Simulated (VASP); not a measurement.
Set up this calculation in VASP 6.6.1, as the native input.

- Task: single point
- Functional: PBE0
- Potentials or basis: VASP PAW PBE potentials, release 64 (Ir)
- Cutoff: 520 eV
- k mesh: 8 × 8 × 8
- Occupations: fermi-dirac, width 0.05 eV
- Spin: no spin polarisation
- Dipole correction: no
- Grid for exact exchange (PRECFOCK): Normal
- Further INCAR settings: ALGO = Normal; EDIFF = 1e-06; NBANDS = 10

The system is Ir.

```
Ir
1.0
     0.00000    1.88971    1.88971
     1.88971    0.00000    1.88971
     1.88971    1.88971    0.00000
Ir
1
Direct
  0.00000 0.00000 0.00000
```

These files were run (other wordings do the same):

POSCAR

```
Ir
1.0
    0.0000000000      1.8897103398      1.8897103398
    1.8897103398      0.0000000000      1.8897103398
    1.8897103398      1.8897103398      0.0000000000
Ir
1
Direct
    0.0000000000      0.0000000000      0.0000000000
```

INCAR.step1

```
PREC     = Accurate       # precision mode
ENCUT    = 520            # plane-wave cutoff, eV
EDIFF    = 1E-5           # SCF threshold, eV
ISMEAR   = -1             # smearing method
SIGMA    = 0.05           # smearing width, eV
LREAL    = False          # projectors in reciprocal space
LASPH    = True           # aspherical terms in the spheres
NELM     = 100            # most SCF steps
ALGO     = Normal         # electronic algorithm
ISIF     = 2              # what is computed and relaxed
LWAVE    = True           # write WAVECAR
NBANDS   = 10             # bands
GGA      = PE             # functional
```

INCAR.step2

```
PREC     = Accurate       # precision mode
ENCUT    = 520            # plane-wave cutoff, eV
EDIFF    = 1E-6           # SCF threshold, eV
ISMEAR   = -1             # smearing method
SIGMA    = 0.05           # smearing width, eV
LREAL    = False          # projectors in reciprocal space
LASPH    = True           # aspherical terms in the spheres
NELM     = 100            # most SCF steps
ALGO     = Normal         # electronic algorithm
ISIF     = 2              # what is computed and relaxed
LWAVE    = False          # write WAVECAR
LCHARG   = True           # write CHGCAR
GGA      = PE             # functional
LHFCALC  = True           # exact exchange
AEXX     = 0.25           # exact-exchange fraction
PRECFOCK = Normal       
LELF     = True           # ELF
LVHAR    = True         
NBANDS   = 10             # bands
ISTART   = 1
```

KPOINTS

```
regular mesh
0
Gamma
  8 8 8
```

Potentials or basis: VASP PAW PBE potentials, release 64 (Ir).

The run is started by

```bash
$ cat potpaw_PBE.64/Ir/POTCAR > POTCAR
$ cp INCAR.step1 INCAR
$ mpirun -np 1 vasp_std > vasp.out
$ cp INCAR.step2 INCAR
$ mpirun -np 1 vasp_std > vasp.out
```

Results of the run:

```yaml
Pressure: 20.0 GPa
```

Caveat: the PAW data sets were made with another functional, which shifts forces and pressure a little.

Wall time 29 min on 1 thread of Intel(R) Xeon(R) Platinum 8259CL CPU @ 2.50GHz (Skylake/Cascade Lake), on a shared host, peak memory 0.14 GiB.
